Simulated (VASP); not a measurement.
Set up this calculation in VASP 6.6.1, as the native input.

* Task: single point
* Functional: PBE-based global hybrid
* Potentials or basis: VASP PAW PBE potentials, release 64 (Mg, O)
* Cutoff: 520 eV
* k mesh: 6 × 6 × 6
* Occupations: gaussian, width 0.05 eV
* Spin: no spin polarisation
* Dipole correction: no
* Grid for exact exchange (PRECFOCK): Normal
* Share of exact exchange: 0.4
* Further INCAR settings: ALGO = Normal; EDIFF = 1e-06; NBANDS = 11

Crystal: MgO.

```
CELL_PARAMETERS angstrom
0.00000 2.13515 2.13515
2.13515 0.00000 2.13515
2.13515 2.13515 0.00000
ATOMIC_POSITIONS crystal
Mg 0.00000 0.00000 0.00000
O 0.50000 0.50000 0.50000
```

One way to write it, as run:

POSCAR

```
MgO
1.0
    0.0000000000      2.1351491430      2.1351491430
    2.1351491430      0.0000000000      2.1351491430
    2.1351491430      2.1351491430      0.0000000000
Mg O
1 1
Direct
    0.0000000000      0.0000000000      0.0000000000
    0.5000000000      0.5000000000      0.5000000000
```

INCAR.step1

```
PREC = Accurate
ENCUT = 520
EDIFF = 1E-5
ISMEAR = 0
SIGMA = 0.05
LREAL = False
LASPH = True
NELM = 80
ALGO = Normal
ISIF = 2
LWAVE = True
LCHARG = False
NBANDS = 11
GGA = PE
```

INCAR.step2

```
PREC = Accurate
ENCUT = 520
EDIFF = 1E-6
ISMEAR = 0
SIGMA = 0.05
LREAL = False
LASPH = True
NELM = 80
ALGO = Normal
ISIF = 2
LWAVE = False
LCHARG = False
GGA = PE
LHFCALC = True
AEXX = 0.4
PRECFOCK = Normal
NBANDS = 11
ISTART = 1
```

KPOINTS

```
regular mesh
0
Gamma
  6 6 6
```

Potentials or basis: VASP PAW PBE potentials, release 64 (Mg, O).

The run is started by

```bash
$ cat potpaw_PBE.64/Mg/POTCAR potpaw_PBE.64/O/POTCAR > POTCAR
$ cp INCAR.step1 INCAR
$ mpirun -np 1 vasp_std > vasp.out
$ cp INCAR.step2 INCAR
$ mpirun -np 1 vasp_std > vasp.out
```

Results of the run:

```json
{
 "Pressure": "-10.8 GPa",
 "Band gap on the k mesh": "8.27 eV, direct"
}
```

Caveat: the k points lie up to 0.42 Å⁻¹ apart; the PAW data sets were made with another functional, which shifts forces and pressure a little.

Run time: 7.7 min on 1 thread of Intel(R) Xeon(R) Platinum 8259CL CPU @ 2.50GHz (Skylake/Cascade Lake) (shared host), peak memory 0.15 GiB.
